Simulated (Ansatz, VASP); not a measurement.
**One calculation of Si2P3, two programs**

Contents of INCAR:

```
ALGO = Normal
EDIFF = 1E-6
EDIFFG = -0.04
ENCUT = 600
GGA = PE
IBRION = 2
ISIF = 3
ISMEAR = 0
LASPH = T
LCHARG = F
LREAL = F
LWAVE = F
NELM = 60
NSW = 90
PREC = Accurate
SIGMA = 0.1
```

KPOINTS

```
k-points
0
Gamma
  6 6 4
```

Contents of POSCAR:

```
Si2P3
1.0
    2.6597103000     -2.5875881400      0.0000000000
    2.6597103000      2.5875881400      0.0000000000
   -1.3511333000      0.0000000000      5.3219271700
Si P
2 3
Direct
    0.1912999900      0.1912999900      0.7989000000
    0.8087000100      0.8087000100      0.2011000000
    0.7010999800      0.7010999800      0.7384999900
    0.2989000200      0.2989000200      0.2615000100
    0.5000000000      0.5000000000      0.5000000000
```

Input for Ansatz:

```yaml
crystal:
  lattice:
    - [2.6597103, -2.58758814, 0.0]
    - [2.6597103, 2.58758814, 0.0]
    - [-1.3511333, 0.0, 5.32192717]
  atoms:
    - { symbol: Si, position: [0.19129999, 0.19129999, 0.7989] }
    - { symbol: Si, position: [0.80870001, 0.80870001, 0.2011] }
    - { symbol: P, position: [0.70109998, 0.70109998, 0.73849999] }
    - { symbol: P, position: [0.29890002, 0.29890002, 0.26150001] }
    - { symbol: P, position: [0.5, 0.5, 0.5] }
basis:
  ecutwfc: 420
kpoints:
  mp_grid: { grid: [6, 6, 4] }
hamiltonian:
  xc: pbe
scf:
  occupations: { method: gaussian, width: 0.1 }
  lower_state_search: "off"
output:
  forces: true
  stress: true
  eigenvalues: true
relax:
  adjacent_minimum: "off"
  f_tol: 0.04
  max_steps: 70
  cell: { stress_tol: 0.4 }
```

Change from the starting cell: species swapped into the Mg2C3 type (C2/m, No. 12).

Alike in both runs: task relaxation of cell and atoms; functional PBE; k mesh 6 × 6 × 4; occupations gaussian, width 0.1 eV; no spin polarisation.

|  | VASP | Ansatz |
| --- | --- | --- |
| version | VASP 6.6.1 | Ansatz 0.2.0 |
| potentials or method | VASP PAW PBE potentials, release 64 (Si, P), cutoff 600 eV | scalar-relativistic, plane waves, PAW |
| valence electrons in the cell | 23 | 23 |

VASP gave:

| Property | Result |
| --- | --- |
| gap on the k mesh at the Fermi level, each at its own relaxed structure (eV) | none |
| relaxed volume (Å³/atom) | 16.03 |
| relaxed length of the cell vector where the two differ most in proportion (Å) | 3.580 |

Task: What did Ansatz give for the same quantities?

Result: gap on the k mesh at the Fermi level, each at its own relaxed structure (eV): none; relaxed volume (Å³/atom): 16.11; relaxed length of the cell vector where the two differ most in proportion (Å): 3.587.

A gap of «none» marks a metal or a gap that the smearing closes.
